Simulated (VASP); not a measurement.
# Ta4Br (Im-3m) in VASP: further runs, part 2 of 2

VASP 6.6.1. The steps go on from the part before.

## Step 4: Relaxation of cell and atoms, PBE

INCAR reads:

```
PREC     = Accurate       # precision mode
ENCUT    = 600            # plane-wave cutoff, eV
EDIFF    = 1E-6           # SCF threshold, eV
ISMEAR   = 0              # smearing method
SIGMA    = 0.1            # smearing width, eV
LREAL    = F              # projectors in reciprocal space
LASPH    = T              # aspherical terms in the spheres
NELM     = 60             # most SCF steps
ALGO     = Fast           # electronic algorithm
ISIF     = 3              # what is computed and relaxed
LWAVE    = F              # write WAVECAR
LCHARG   = F              # write CHGCAR
GGA      = PE             # functional
IBRION   = 2              # ionic algorithm
NSW      = 90             # ionic steps
EDIFFG   = -0.04          # ionic threshold
```

KPOINTS reads:

```
Automatic mesh
0
Gamma
  4 4 4
```

POSCAR reads:

```
Ta4Br
1.0
   -2.8948226600      2.8948226600      2.8948226600
    2.8948226600     -2.8948226600      2.8948226600
    2.8948226600      2.8948226600     -2.8948226600
Ta Br
4 1
Direct
    0.0000000000      0.0000000000      0.5000000000
    0.5000000000      0.0000000000      0.0000000000
    0.5000000000      0.5000000000      0.5000000000
    0.0000000000      0.5000000000      0.0000000000
    0.0000000000      0.0000000000      0.0000000000
```

Potentials or basis: VASP PAW PBE potentials, release 64 (Ta_pv, Br).

Started as:

```console
> cat potpaw_PBE.64/Ta_pv/POTCAR potpaw_PBE.64/Br/POTCAR > POTCAR
> mpirun -np 1 vasp_std > vasp.out
```

OUTCAR:

```text
PREC = Accurate
   ENCUT = 600
   EDIFF = 1E-6
   ISMEAR = 0
   LREAL = F
   LASPH = T
   NELM = 60
   ISIF = 3
   GGA = PE
   IBRION = 2
   NSW = 90
   EDIFFG = -0.04

 ion  position               nearest neighbor table
   1  0.000  0.000  0.500-   5 2.51   5 2.51   4 2.89   2 2.89   3 2.89   4 2.89   2 2.89   3 2.89

   2  0.500  0.000  0.000-   5 2.51   5 2.51   4 2.89   1 2.89   3 2.89   3 2.89   1 2.89   4 2.89

   3  0.500  0.500  0.500-   5 2.51   5 2.51   4 2.89   1 2.89   2 2.89   4 2.89   1 2.89   2 2.89

   4  0.000  0.500  0.000-   5 2.51   5 2.51   3 2.89   1 2.89   2 2.89   1 2.89   3 2.89   2 2.89

   5  0.000  0.000  0.000-   1 2.51   2 2.51   3 2.51   4 2.51   1 2.51   4 2.51   2 2.51   3 2.51

  LATTYP: Found a body centered cubic cell.
 ALAT       =     5.7896453200

  Lattice vectors:

 A1 = (  -2.8948226600,   2.8948226600,   2.8948226600)
 A2 = (   2.8948226600,  -2.8948226600,   2.8948226600)
 A3 = (   2.8948226600,   2.8948226600,  -2.8948226600)

Analysis of symmetry for initial positions (statically):
=====================================================================
 Subroutine PRICEL returns:
 Original cell was already a primitive cell.

 Routine SETGRP: Setting up the symmetry group for a
 body centered cubic supercell.

 Subroutine GETGRP returns: Found 48 space group operations
 (whereof 48 operations were pure point group operations)
 out of a pool of 48 trial point group operations.

The static configuration has the point symmetry O_h .

Analysis of symmetry for dynamics (positions and initial velocities):
=====================================================================
 Subroutine PRICEL returns:
 Original cell was already a primitive cell.

 Routine SETGRP: Setting up the symmetry group for a
 body centered cubic supercell.

 Subroutine GETGRP returns: Found 48 space group operations
 (whereof 48 operations were pure point group operations)
 out of a pool of 48 trial point group operations.

The dynamic configuration has the point symmetry O_h .
[... 112 lines left out ...]
   LORBIT       =      0    0 simple, 1 ext, 2 COOP (PROOUT), +10 PAW based schemes
   GGA     = PE    functional components
   LHFCALC =     F    Hartree Fock is set to
   AEXX    =    0.0000 exact exchange contribution
   IVDW    =     0    specifies the selected vdW correction
   LEPSILON=     F    determine dielectric tensor
   LRPA    =     F    only Hartree local field effects (RPA)
 conjugate gradient relaxation of ions
 non-spin polarized calculation
 RMM-DIIS sequential band-by-band and
 Gauss-broadening in eV      SIGMA  =   0.10
  energy-cutoff  :      600.00
  volume of cell :       97.03
 maximum number of plane-waves:      3300
   NGX = 19   NGY = 19   NGZ = 19

--------------------------------------- Ionic step        1  -------------------------------------------

 number of electron      50.9999999 magnetization

 Free energy of the ion-electron system (eV)
  ---------------------------------------------------
  ext. energy  EPLUGINS =         0.00000000
  ---------------------------------------------------
  free energy    TOTEN  =       -41.33555335 eV

  energy without entropy =      -41.32511292  energy(sigma->0) =      -41.33033314

------------------------ aborting loop because EDIFF is reached ----------------------------------------

  FORCE on cell =-STRESS in cart. coord.  units (eV):
  Direction    XX          YY          ZZ          XY          YZ          ZX
  --------------------------------------------------------------------------------------
  -------------------------------------------------------------------------------------
  Total        6.8690249      6.8690249      6.8690249     -0.0000000     -0.0000000     -0.0000000
  in kB      113.4174270    113.4174270    113.4174270     -0.0000000     -0.0000000     -0.0000000
  external PRESSURE =     113.4174270 kB  Pullay stress =       0.0000000 kB
[... 26 lines left out ...]
--------------------------------------- Ionic step        2  -------------------------------------------

 number of electron      51.0000000 magnetization

 E-fermi :   4.4558     XC(G=0): -10.8958

 val. band max:        4.4517528269   @ k =   0.5000   0.5000   0.5000
 cond. band min:       4.4852898553   @ k =   0.5000   0.0000   0.0000
 fundamental gap:      0.0335370284
 Fermi energy:         4.4557762817

 k-point     1 :       0.0000    0.0000    0.0000
  band No.  band energies     occupation
      1     -30.7338      2.00000
      2     -30.7338      2.00000
      3     -30.7338      2.00000
      4     -30.4939      2.00000
      5     -30.4939      2.00000
      6     -30.4939      2.00000
[... 330 lines left out ...]
--------------------------------------- Ionic step        4  -------------------------------------------

 number of electron      51.0000001 magnetization

 Free energy of the ion-electron system (eV)
  ---------------------------------------------------
  ext. energy  EPLUGINS =         0.00000000
  ---------------------------------------------------
  free energy    TOTEN  =       -41.56555196 eV

  energy without entropy =      -41.55199174  energy(sigma->0) =      -41.55877185

 E-fermi :   5.3984     XC(G=0): -11.4788

 val. band max:        5.3967551843   @ k =   0.5000   0.5000   0.5000
 cond. band min:       5.4762268549   @ k =   0.5000   0.0000   0.0000
 fundamental gap:      0.0794716706
 Fermi energy:         5.3983955563

 k-point     1 :       0.0000    0.0000    0.0000
  band No.  band energies     occupation
      1     -29.6599      2.00000
      2     -29.6599      2.00000
      3     -29.6599      2.00000
      4     -29.3536      2.00000
      5     -29.3536      2.00000
      6     -29.3536      2.00000
[... 285 lines left out ...]
  FREE ENERGIE OF THE ION-ELECTRON SYSTEM (eV)
  ---------------------------------------------------
  free  energy   TOTEN  =       -41.5655519550 eV

  energy  without entropy=      -41.5519917411  energy(sigma->0) =      -41.55877185

 reached required accuracy - stopping structural energy minimisation
```

CONTCAR:

```text
Ta4Br
   1.00000000000000
    -2.9617899517285204    2.9617899517285204    2.9617899517285204
     2.9617899517285204   -2.9617899517285204    2.9617899517285204
     2.9617899517285204    2.9617899517285204   -2.9617899517285204
  Ta              Br
     4     1
Direct
     0.0000000000000000    0.0000000000000000    0.5000000000000000
     0.5000000000000000    0.0000000000000000    0.0000000000000000
     0.5000000000000000    0.5000000000000000    0.5000000000000000
     0.0000000000000000    0.5000000000000000    0.0000000000000000
     0.0000000000000000    0.0000000000000000    0.0000000000000000

  0.00000000E+00  0.00000000E+00  0.00000000E+00
  0.00000000E+00  0.00000000E+00  0.00000000E+00
  0.00000000E+00  0.00000000E+00  0.00000000E+00
  0.00000000E+00  0.00000000E+00  0.00000000E+00
  0.00000000E+00  0.00000000E+00  0.00000000E+00
```

Wall time 3.7 min (1 thread of Oxide Virtual Turin-like, shared host); peak memory 0.22 GiB.

Results:

```yaml
Free_energy: -41.5656 eV
Relaxed_volume: 20.79 Å³/atom
Relaxed_cell: a = 5.130 Å, b = 5.130 Å, c = 5.130 Å, α = 109.47°, β = 109.47°, γ = 109.47°
Space_group_after_relaxing_to_0.1_Å: Im-3m (No. 229)
Energy_gained_by_relaxing: 46.0 meV/atom
Ionic_steps: 4
Pressure_after_relaxing: 0.0 GPa
Band_gap_on_the_k_mesh: zero (an odd number of electrons rules out a gap without spin polarisation)
```

The path:
| step | energy change (eV) | largest force (eV/Å) | pressure (GPa) | volume (Å³) |
| --- | --- | --- | --- | --- |
| 1 | 0.0000 | 0.0000 | 11.34 | 97.03 |
| 2 | 0.4117 | 0.0000 | -13.24 | 117.63 |
| 3 | -0.2297 | 0.0000 | -0.34 | 104.15 |
| 4 | -0.2300 | 0.0000 | -0.03 | 103.93 |

Final structure:
```yaml
crystal:
  lattice:
    - [-2.96179, 2.96179, 2.96179]
    - [2.96179, -2.96179, 2.96179]
    - [2.96179, 2.96179, -2.96179]
  atoms:
    - { symbol: Ta, position: [0.00000, 0.00000, 0.50000] }
    - { symbol: Ta, position: [0.50000, 0.00000, 0.00000] }
    - { symbol: Ta, position: [0.50000, 0.50000, 0.50000] }
    - { symbol: Ta, position: [0.00000, 0.50000, 0.00000] }
    - { symbol: Br, position: [0.00000, 0.00000, 0.00000] }
```

Caveat: the k points lie up to 0.38 Å⁻¹ apart in the final cell, too coarse for converged energies and pressures of a metal; spin-orbit coupling is left out, which moves the levels of the heavy elements; an odd number of electrons without spin polarisation forces a metal; a magnetic or distorted state may lie lower.

## Step 5: Single point, PBE

This run uses another cell than the first one, of 20.77 Å³/atom.

INCAR reads:

```
PREC     = Accurate       # precision mode
ENCUT    = 520            # plane-wave cutoff, eV
EDIFF    = 1E-7           # SCF threshold, eV
ISMEAR   = 0              # smearing method
SIGMA    = 0.1            # smearing width, eV
LREAL    = F              # projectors in reciprocal space
LASPH    = T              # aspherical terms in the spheres
NELM     = 100            # most SCF steps
ALGO     = Fast           # electronic algorithm
ISIF     = 2              # what is computed and relaxed
LWAVE    = F              # write WAVECAR
LCHARG   = F              # write CHGCAR
GGA      = PE             # functional
NBANDS   = 34             # bands
```

KPOINTS reads:

```
regular mesh
0
Gamma
  10 10 10
```

Edit POSCAR of step 4 so:

```diff
@@ -2,5 +2,5 @@
 1.0
-   -2.8948226600      2.8948226600      2.8948226600
-    2.8948226600     -2.8948226600      2.8948226600
-    2.8948226600      2.8948226600     -2.8948226600
+   -2.9609593151      2.9609593151      2.9609593151
+    2.9609593151     -2.9609593151      2.9609593151
+    2.9609593151      2.9609593151     -2.9609593151
 Ta Br
```

Started as:

```console
> cat potpaw_PBE.64/Ta_pv/POTCAR potpaw_PBE.64/Br/POTCAR > POTCAR
> mpirun -np 1 vasp_std > vasp.out
```

Run time: 5.5 min. Hardware: 1 thread of Oxide Virtual Turin-like, shared host; peak memory 0.29 GiB.

Results (log left out):

| Quantity | Value |
| --- | --- |
| Free energy | -41.5694 eV |
| Pressure | 0.1 GPa |
| Band gap on the k mesh | zero (an odd number of electrons rules out a gap without spin polarisation) |

Levels at points of the mesh, in eV from the Fermi level:
| k point | band 24 | band 25 | band 26 | band 27 | band 28 | band 29 |
| --- | --- | --- | --- | --- | --- | --- |
| (0.00, 0.00, 0.00) | -2.65 | 0.74 | 0.74 | 0.74 | 1.62 | 1.98 |
| (0.50, 0.00, 0.00) | -0.37 | -0.15 | -0.03 | 0.15 | 0.33 | 0.75 |
| (0.50, 0.50, 0.50) | -1.13 | -0.11 | -0.11 | -0.11 | 1.44 | 1.44 |

Caveat: spin-orbit coupling is left out, which moves the levels of the heavy elements; an odd number of electrons without spin polarisation forces a metal; a magnetic or distorted state may lie lower.

## Step 6: Relaxation of cell and atoms, PBE

This run uses another cell than the first one, of 20.80 Å³/atom.

INCAR reads:

```
ALGO     = Fast           # electronic algorithm
EDIFF    = 1E-7           # SCF threshold, eV
EDIFFG   = -0.01          # ionic threshold
ENCUT    = 600            # plane-wave cutoff, eV
GGA      = PE             # functional
IBRION   = 2              # ionic algorithm
ISIF     = 3              # what is computed and relaxed
ISMEAR   = 0              # smearing method
LASPH    = T              # aspherical terms in the spheres
LCHARG   = F              # write CHGCAR
LREAL    = F              # projectors in reciprocal space
LWAVE    = F              # write WAVECAR
NELM     = 100            # most SCF steps
NSW      = 100            # ionic steps
PREC     = Accurate       # precision mode
SIGMA    = 0.1            # smearing width, eV
```

KPOINTS reads:

```
k-points
0
Gamma
  10 10 10
```

Edit POSCAR of step 5 so:

```diff
@@ -2,5 +2,5 @@
 1.0
-   -2.9609593151      2.9609593151      2.9609593151
-    2.9609593151     -2.9609593151      2.9609593151
-    2.9609593151      2.9609593151     -2.9609593151
+   -2.9627005200      2.9627005200      2.9627005200
+    2.9627005200     -2.9627005200      2.9627005200
+    2.9627005200      2.9627005200     -2.9627005200
 Ta Br
```

Potentials or basis: VASP PAW PBE potentials, release 64 (Ta_pv, Br).

Started as:

```console
> cat potpaw_PBE.64/Ta_pv/POTCAR potpaw_PBE.64/Br/POTCAR > POTCAR
> mpirun -np 1 vasp_std > vasp.out
```

Wall time 12 min (1 thread of Oxide Virtual Turin-like, shared host); peak memory 0.34 GiB.

Results (log left out):

```
Free energy                           : -41.5705 eV
Relaxed volume                        : 20.79 Å³/atom
Relaxed cell                          : a = 5.130 Å, b = 5.130 Å, c = 5.130 Å, α = 109.47°, β = 109.47°, γ = 109.47°
Space group after relaxing (to 0.1 Å) : Im-3m (No. 229)
Energy gained by relaxing             : 0.0 meV/atom
Ionic steps                           : 3
Pressure after relaxing               : 0.0 GPa
Band gap on the k mesh                : zero (an odd number of electrons rules out a gap without spin polarisation)
```

Final structure:
```yaml
crystal:
  lattice:
    - [-2.96186, 2.96186, 2.96186]
    - [2.96186, -2.96186, 2.96186]
    - [2.96186, 2.96186, -2.96186]
  atoms:
    - { symbol: Ta, position: [0.00000, 0.00000, 0.50000] }
    - { symbol: Ta, position: [0.50000, 0.00000, 0.00000] }
    - { symbol: Ta, position: [0.50000, 0.50000, 0.50000] }
    - { symbol: Ta, position: [0.00000, 0.50000, 0.00000] }
    - { symbol: Br, position: [0.00000, 0.00000, 0.00000] }
```

Levels at points of the mesh, in eV from the Fermi level:
| k point | band 22 | band 23 | band 24 | band 25 | band 26 | band 27 | band 28 | band 29 | band 30 |
| --- | --- | --- | --- | --- | --- | --- | --- | --- | --- |
| (0.00, 0.00, 0.00) | -2.83 | -2.65 | -2.65 | 0.74 | 0.74 | 0.74 | 1.62 | 1.97 | 1.97 |
| (0.50, 0.00, 0.00) | -1.56 | -1.37 | -0.37 | -0.15 | -0.03 | 0.15 | 0.33 | 0.75 | 0.90 |
| (0.50, 0.50, 0.50) | -2.05 | -1.13 | -1.13 | -0.11 | -0.11 | -0.11 | 1.44 | 1.44 | 1.44 |

Caveat: spin-orbit coupling is left out, which moves the levels of the heavy elements; an odd number of electrons without spin polarisation forces a metal; a magnetic or distorted state may lie lower.

## Step 7: Summary

| task | cell | k mesh | cutoff (eV) | gap on the mesh (eV) | pressure (GPa) | relaxed volume (Å³/atom) |
| --- | --- | --- | --- | --- | --- | --- |
| single point | a = 5.014 Å, angles 109.5°, 5 atoms | 4 × 4 × 4 | 520 | none | 11.4 | - |
| single point | a = 5.132 Å, angles 109.5°, 5 atoms | 4 × 4 × 4 | 520 | none | -0.2 | - |
| relaxation of cell and atoms | relaxed from a = 5.014 Å, angles 109.5°, 5 atoms | 4 × 4 × 4 | 600 | none | 0.0 | 20.79 |
| single point | a = 5.129 Å, angles 109.5°, 5 atoms | 10 × 10 × 10 | 520 | none | 0.1 | - |
| relaxation of cell and atoms | relaxed from a = 5.132 Å, angles 109.5°, 5 atoms | 10 × 10 × 10 | 600 | none | 0.0 | 20.79 |

Alike in all rows: level PBE; potentials or basis VASP PAW PBE potentials, release 64 (Ta_pv, Br); no spin polarisation; smearing gaussian 0.1 eV.

Caveats: some runs use coarse meshes; spin-orbit coupling is left out, which moves the levels of the heavy elements; an odd number of electrons without spin polarisation forces a metal; a magnetic or distorted state may lie lower.

Total energies depend on the potentials used, so only differences within one code and one set of settings carry meaning.

The gap in the log of VASP goes by the Fermi energy; the results here count the filled bands.